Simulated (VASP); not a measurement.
# Nb (Im-3m) in VASP: a series of runs

The runs below take Nb through relaxation of cell and atoms, single point, with PBEsol.

Everything below comes from runs of VASP 6.6.1. Logs are shortened: lines on timing, memory, paths and dates and some standing lists are left out, and cuts for length are marked.

## Step 1: The cell of the first run

Symmetry: Im-3m, No. 229, cubic system. Conventional cell: a = 3.276 Å, b = 3.276 Å, c = 3.276 Å, α = 90.00°, β = 90.00°, γ = 90.00°. Nb (site symmetry m-3m) has 14 Nb at 2.84 to 3.28 Å within 3.7 Å.

## Step 2: Relaxation of cell and atoms, PBEsol

The input, INCAR:

```
PREC = Accurate ; ENCUT = 600
EDIFF = 1E-6 ; ISMEAR = 0
SIGMA = 0.1 ; LREAL = False
LASPH = True ; NELM = 60
ALGO = Normal ; ISIF = 3
LWAVE = False ; LCHARG = False
GGA = PS ; IBRION = 2
NSW = 100 ; EDIFFG = -0.005
```

The input, KPOINTS:

```
Automatic mesh
0
Gamma
  18 18 18
```

The input, POSCAR:

```
Nb
1.0
   -1.6377937006      1.6377937006      1.6377937006
    1.6377937006     -1.6377937006      1.6377937006
    1.6377937006      1.6377937006     -1.6377937006
Nb
1
Direct
    0.0000000000      0.0000000000      0.0000000000
```

Potentials or basis: VASP PAW PBE potentials, release 64 (Nb_sv).

The run is started by

```bash
cat potpaw_PBE.64/Nb_sv/POTCAR > POTCAR
mpirun -np 1 vasp_std > vasp.out
```

OUTCAR:

```text
PREC = Accurate
   ENCUT = 600
   EDIFF = 1E-6
   ISMEAR = 0
   LREAL = False
   LASPH = True
   NELM = 60
   ISIF = 3
   GGA = PS
   IBRION = 2
   NSW = 100
   EDIFFG = -0.005

 ion  position               nearest neighbor table
   1  0.000  0.000  0.000-

  LATTYP: Found a body centered cubic cell.
 ALAT       =     3.2755874012

  Lattice vectors:

 A1 = (  -1.6377937006,   1.6377937006,   1.6377937006)
 A2 = (   1.6377937006,  -1.6377937006,   1.6377937006)
 A3 = (   1.6377937006,   1.6377937006,  -1.6377937006)

Analysis of symmetry for initial positions (statically):
=====================================================================
 Subroutine PRICEL returns:
 Original cell was already a primitive cell.

 Routine SETGRP: Setting up the symmetry group for a
 body centered cubic supercell.

 Subroutine GETGRP returns: Found 48 space group operations
 (whereof 48 operations were pure point group operations)
 out of a pool of 48 trial point group operations.

The static configuration has the point symmetry O_h .

Analysis of symmetry for dynamics (positions and initial velocities):
=====================================================================
 Subroutine PRICEL returns:
 Original cell was already a primitive cell.

 Routine SETGRP: Setting up the symmetry group for a
 body centered cubic supercell.

 Subroutine GETGRP returns: Found 48 space group operations
 (whereof 48 operations were pure point group operations)
 out of a pool of 48 trial point group operations.

The dynamic configuration has the point symmetry O_h .

 Subroutine INISYM returns: Found 48 space group operations
 (whereof 48 operations are pure point group operations),
 and found     1 'primitive' translations

----------------------------------------------------------------------------------------

                                     Primitive cell

  volume of cell :      17.5727

  direct lattice vectors                    reciprocal lattice vectors
    -1.637793701  1.637793701  1.637793701     0.000000000  0.305288755  0.305288755
     1.637793701 -1.637793701  1.637793701     0.305288755  0.000000000  0.305288755
     1.637793701  1.637793701 -1.637793701     0.305288755  0.305288755  0.000000000

  length of vectors
     2.836741902  2.836741902  2.836741902     0.431743498  0.431743498  0.431743498

  position of ions in fractional coordinates (direct lattice)
     0.000000000  0.000000000  0.000000000

  ion indices of the primitive-cell ions
   primitive index   ion index
                 1           1

----------------------------------------------------------------------------------------

 KPOINTS: Automatic mesh

Automatic generation of k-mesh.
 Grid dimensions read from file:
 generate k-points for:   18   18   18

 Generating k-lattice:

  Cartesian coordinates                     Fractional coordinates (reciprocal lattice)
     0.000000000  0.016960486  0.016960486     0.055555556  0.000000000  0.000000000
     0.016960486  0.000000000  0.016960486     0.000000000  0.055555556  0.000000000
     0.016960486  0.016960486  0.000000000     0.000000000  0.000000000  0.055555556

  Length of vectors
     0.023985750  0.023985750  0.023985750

  Shift w.r.t. Gamma in fractional coordinates (k-lattice)
     0.000000000  0.000000000  0.000000000

 Subroutine IBZKPT returns following result:
 ===========================================

 Found    195 irreducible k-points:

 Following reciprocal coordinates:
            Coordinates               Weight
  0.000000  0.000000  0.000000      1.000000
  0.055556  0.000000  0.000000     12.000000
  0.111111  0.000000  0.000000     12.000000
  0.166667  0.000000  0.000000     12.000000
  0.222222  0.000000  0.000000     12.000000
  0.277778  0.000000  0.000000     12.000000
[... 16 lines left out ...]
  0.333333  0.111111  0.000000     48.000000
  0.388889  0.111111  0.000000     48.000000
 [... further k-points ...]
   k-points           NKPTS =    195   k-points in BZ     NKDIM =    195   number of bands    NBANDS=     10
   number of dos      NEDOS =    301   number of ions     NIONS =      1
   total plane-waves  NPLWV =  13824
   dimension x,y,z NGX =    24 NGY =   24 NGZ =   24
   dimension x,y,z NGXF=    48 NGYF=   48 NGZF=   48
   ions per type =               1
   NGX,Y,Z   is equivalent  to a cutoff of  14.07, 14.07, 14.07 a.u.
   NGXF,Y,Z  is equivalent  to a cutoff of  28.13, 28.13, 28.13 a.u.
 SYSTEM =  unknown system
   PREC   = accura    normal or accurate (medium, high low for compatibility)
   ISTART =      0    job   : 0-new  1-cont  2-samecut
   ICHARG =      2    charge: 1-file 2-atom 10-const
   ISPIN  =      1    spin polarized calculation?
   LNONCOLLINEAR =      F non collinear calculations
   LSORBIT =      F    spin-orbit coupling
   LASPH  =      T    aspherical Exc in radial PAW
   ENCUT  =  600.0 eV  44.10 Ry    6.64 a.u.   5.67  5.67  5.67*2*pi/ulx,y,z
   NELM   =     60;   NELMIN=  2; NELMDL= -5     # of ELM steps
   EDIFF  = 0.1E-05   stopping-criterion for ELM
   LREAL  =      F    real-space projection
   EDIFFG = -.5E-02   stopping-criterion for IOM
   NSW    =    100    number of steps for IOM
   IBRION =      2    ionic relax: 0-MD 1-quasi-New 2-CG
   NFREE  =      1    steps in history (QN), initial steepest desc. (CG)
   ISIF   =      3    stress and relaxation
   ISYM   =      2    0-nonsym 1-usesym 2-fastsym
   POTIM  = 0.5000    time-step for ionic-motion
   TEBEG  =    0.0;   TEEND  =   0.0 temperature during run
   PSTRESS=    0.0 pullay stress
   NELECT =      13.0000    total number of electrons
   NUPDOWN=      -1.0000    fix difference up-down
   EMIN   =  10.00;   EMAX   =-10.00  energy-range for DOS
   EFERMI =   0.00;   METHOD = LEGACY
   ISMEAR =     0;   SIGMA  =   0.10  broadening in eV -4-tet -1-fermi 0-gaus
   EFERMI_NEDOS =   21; number of points for ismear=-14 and -15
   IALGO  =     38    algorithm
   IMIX   =      4    mixing-type and parameters
     AMIX     =   0.40;   BMIX     =  1.00
     AMIX_MAG =   1.60;   BMIX_MAG =  1.00
  volume/ion in A,a.u.               =      17.57       118.59
  Fermi-wavevector in a.u.,A,eV,Ry     =   1.480619  2.797965 29.827150  2.192234
  Thomas-Fermi vector in A             =   2.594631
   LORBIT       =      0    0 simple, 1 ext, 2 COOP (PROOUT), +10 PAW based schemes
   GGA     = PS    functional components
   LHFCALC =     F    Hartree Fock is set to
   AEXX    =    0.0000 exact exchange contribution
   IVDW    =     0    specifies the selected vdW correction
   LEPSILON=     F    determine dielectric tensor
   LRPA    =     F    only Hartree local field effects (RPA)
 conjugate gradient relaxation of ions
 non-spin polarized calculation
 Gauss-broadening in eV      SIGMA  =   0.10
  energy-cutoff  :      600.00
  volume of cell :       17.57
 maximum number of plane-waves:       603
   NGX = 11   NGY = 11   NGZ = 11

--------------------------------------- Ionic step        1  -------------------------------------------

 number of electron      13.0000001 magnetization

 Free energy of the ion-electron system (eV)
  ---------------------------------------------------
  ext. energy  EPLUGINS =         0.00000000
  ---------------------------------------------------
  free energy    TOTEN  =       -10.95560052 eV

  energy without entropy =      -10.94768980  energy(sigma->0) =      -10.95164516

------------------------ aborting loop because EDIFF is reached ----------------------------------------

  FORCE on cell =-STRESS in cart. coord.  units (eV):
  Direction    XX          YY          ZZ          XY          YZ          ZX
  --------------------------------------------------------------------------------------
  -------------------------------------------------------------------------------------
  Total       -0.0854849     -0.0854849     -0.0854849      0.0000000     -0.0000000      0.0000000
  in kB       -7.7940357     -7.7940357     -7.7940357      0.0000000     -0.0000000      0.0000000
  external PRESSURE =      -7.7940357 kB  Pullay stress =       0.0000000 kB
[... 55 lines left out ...]
  energy  without entropy=      -10.9473924895  energy(sigma->0) =      -10.95125955

--------------------------------------- Ionic step        3  -------------------------------------------

 number of electron      13.0000001 magnetization

 Free energy of the ion-electron system (eV)
  ---------------------------------------------------
  ext. energy  EPLUGINS =         0.00000000
  ---------------------------------------------------
  free energy    TOTEN  =       -10.95577977 eV

  energy without entropy =      -10.94793177  energy(sigma->0) =      -10.95185577

 E-fermi :  11.4361     XC(G=0): -12.7805

 val. band max:       11.4354949672   @ k =   0.2778   0.1111   0.0556
 cond. band min:      11.4397249877   @ k =   0.3333   0.1667   0.1667
 fundamental gap:      0.0042300205
 Fermi energy:        11.4360679833

 k-point     1 :       0.0000    0.0000    0.0000
  band No.  band energies     occupation
      1     -42.7851      2.00000
      2     -18.0349      2.00000
      3     -18.0349      2.00000
      4     -18.0349      2.00000
      5       5.4263      2.00000
      6      11.8072      0.00000
      7      11.8072      0.00000
      8      11.8072      0.00000
      9      14.8149      0.00000
     10      14.8149      0.00000
[... 287 lines left out ...]
 k-point    24 :       0.3889    0.1111    0.0000
  band No.  band energies     occupation
      1     -42.5068      2.00000
      2     -19.4392      2.00000
      3     -18.5483      2.00000
      4     -18.1148      2.00000
      5       7.9949      2.00000
      6       9.8415      2.00000
      7      12.6473      0.00000
      8      14.7130      0.00000
      9      15.8503      0.00000
     10      18.4620      0.00000

 [... further k-points ...]

------------------------ aborting loop because EDIFF is reached ----------------------------------------

  FORCE on cell =-STRESS in cart. coord.  units (eV):
  Direction    XX          YY          ZZ          XY          YZ          ZX
  --------------------------------------------------------------------------------------
  -------------------------------------------------------------------------------------
  Total       -0.0019675     -0.0019675     -0.0019675     -0.0000000     -0.0000000      0.0000000
  in kB       -0.1801498     -0.1801498     -0.1801498     -0.0000000     -0.0000000      0.0000000
  external PRESSURE =      -0.1801498 kB  Pullay stress =       0.0000000 kB
[... 16 lines left out ...]
  FREE ENERGIE OF THE ION-ELECTRON SYSTEM (eV)
  ---------------------------------------------------
  free  energy   TOTEN  =       -10.9557797723 eV

  energy  without entropy=      -10.9479317652  energy(sigma->0) =      -10.95185577

 reached required accuracy - stopping structural energy minimisation
```

Wall time 33 s (1 thread of Intel Xeon 6975P-C (Granite Rapids), shared host); peak memory 0.17 GiB.

What came out:

```yaml
Free_energy: -10.9558 eV
Relaxed_volume: 17.50 Å³/atom
Relaxed_cell: a = 2.833 Å, b = 2.833 Å, c = 2.833 Å, α = 109.47°, β = 109.47°, γ = 109.47°
Space_group_after_relaxing_to_0.05_Å: Im-3m (No. 229)
Energy_gained_by_relaxing: 0.2 meV/atom
Ionic_steps: 3
Pressure_after_relaxing: 0.0 GPa
```

Step by step:
| step | energy change (eV) | largest force (eV/Å) | pressure (GPa) | volume (Å³) |
| --- | --- | --- | --- | --- |
| 1 | 0.0000 | 0.0000 | -0.78 | 17.57 |
| 2 | 0.0005 | 0.0000 | 1.49 | 17.36 |
| 3 | -0.0002 | 0.0000 | -0.02 | 17.50 |

Final structure:
```
CELL_PARAMETERS angstrom
-1.63547 1.63547 1.63547
1.63547 -1.63547 1.63547
1.63547 1.63547 -1.63547
ATOMIC_POSITIONS crystal
Nb 0.00000 0.00000 0.00000
```

Caveat: the PAW data sets were made with another functional, which shifts forces and pressure a little.

## Step 3: Single point, PBEsol

This run uses another cell than the first one, of 17.52 Å³/atom, 0.997 times its volume.

The input, INCAR:

```
  PREC = Accurate
  ENCUT = 520
  EDIFF = 1E-6
  ISMEAR = 0
  SIGMA = 0.1
  LREAL = False
  LASPH = True
  NELM = 60
  ALGO = Fast
  ISIF = 2
  LWAVE = False
  LCHARG = True
  GGA = PS
  LELF = True
  LVHAR = True
  NBANDS = 12
  ISYM = 0
```

The input, KPOINTS:

```
regular mesh
0
Gamma
  13 13 15
```

The input, POSCAR:

```
Nb
1.0
    2.8340200725      0.0000000000      0.0000000000
   -0.9446733575      2.6719397484      0.0000000000
    0.9446733575      1.3359698742      2.3139676995
Nb
1
Direct
    0.0000000000      0.0000000000      0.0000000000
```

Potentials or basis: VASP PAW PBE potentials, release 64 (Nb_sv).

The run is started by

```bash
cat potpaw_PBE.64/Nb_sv/POTCAR > POTCAR
mpirun -np 1 vasp_std > vasp.out
```

OUTCAR:

```text
PREC = Accurate
   ENCUT = 520
   EDIFF = 1E-6
   ISMEAR = 0
   LREAL = False
   LASPH = True
   NELM = 60
   ISIF = 2
   GGA = PS
   ISYM = 0

 ion  position               nearest neighbor table
   1  0.000  0.000  0.000-

IMPORTANT INFORMATION: All symmetrisations will be switched off!
NOSYMM: (Re-)initialisation of all symmetry stuff for point group C_1.

----------------------------------------------------------------------------------------

                                     Primitive cell

[... 530 lines left out ...]

  FORCE on cell =-STRESS in cart. coord.  units (eV):
  Direction    XX          YY          ZZ          XY          YZ          ZX
  --------------------------------------------------------------------------------------
  -------------------------------------------------------------------------------------
  Total       -0.0943224     -0.0772907     -0.0131907      0.0241091      0.0177479      0.0125465
  in kB       -8.6245906     -7.0672558     -1.2061229      2.2044751      1.6228189      1.1472228
  external PRESSURE =      -5.6326564 kB  Pullay stress =       0.0000000 kB

 VOLUME and BASIS-vectors are now :
 -----------------------------------------------------------------------------
  energy-cutoff  :      520.00
  volume of cell :       17.52
      direct lattice vectors                 reciprocal lattice vectors
     2.834020072  0.000000000  0.000000000     0.352855652  0.124753312 -0.216079075
    -0.944673358  2.671939748  0.000000000     0.000000000  0.374259936 -0.216079075
     0.944673358  1.335969874  2.313967700     0.000000000  0.000000000  0.432158150

 POSITION                                       TOTAL-FORCE (eV/Angst)
 -----------------------------------------------------------------------------------
      0.00000      0.00000      0.00000         0.000010     -0.000011     -0.000002
 -----------------------------------------------------------------------------------
    total drift:                                0.000010     -0.000011     -0.000002

  FREE ENERGIE OF THE ION-ELECTRON SYSTEM (eV)
  ---------------------------------------------------
  free  energy   TOTEN  =       -10.9600620857 eV

  energy  without entropy=      -10.9535681064  energy(sigma->0) =      -10.95681510
```

OSZICAR:

```text
N       E                     dE             d eps       ncg     rms          rms(c)
DAV:   1     0.117117635588E+03    0.11712E+03   -0.73027E+03 30572   0.108E+03
[... 17 lines left out ...]
RMM:  19    -0.109600987956E+02   -0.16444E-04   -0.30621E-05 41595   0.482E-02    0.160E-01
RMM:  20    -0.109600917740E+02    0.70216E-05   -0.31155E-05 44984   0.730E-02    0.122E-01
RMM:  21    -0.109600799334E+02    0.11841E-04   -0.19724E-05 42707   0.534E-02    0.945E-02
RMM:  22    -0.109600698374E+02    0.10096E-04   -0.15252E-05 43605   0.450E-02    0.697E-02
RMM:  23    -0.109600635135E+02    0.63239E-05   -0.16712E-05 45360   0.481E-02    0.411E-02
RMM:  24    -0.109600618221E+02    0.16914E-05   -0.10079E-05 41535   0.384E-02    0.205E-02
RMM:  25    -0.109600620857E+02   -0.26361E-06   -0.58485E-06 37486   0.306E-02
   1 F= -.10960062E+02 E0= -.10956815E+02  d E =-.649398E-02
```

Run time: 6.3 min. Hardware: 1 thread of Intel Xeon Platinum 8259CL at 2.50GHz (Skylake/Cascade Lake), shared host; peak memory 0.36 GiB.

What came out:

* Free energy: -10.9601 eV
* Pressure: -0.6 GPa

Levels at points of the mesh, in eV from the Fermi level:
```
           k point  band 5  band 6  band 7  band 8  band 9  band 10
(0.00, 0.00, 0.00)   -6.01    0.36    0.36    0.37    3.37     3.37
```

Caveat: the PAW data sets were made with another functional, which shifts forces and pressure a little.
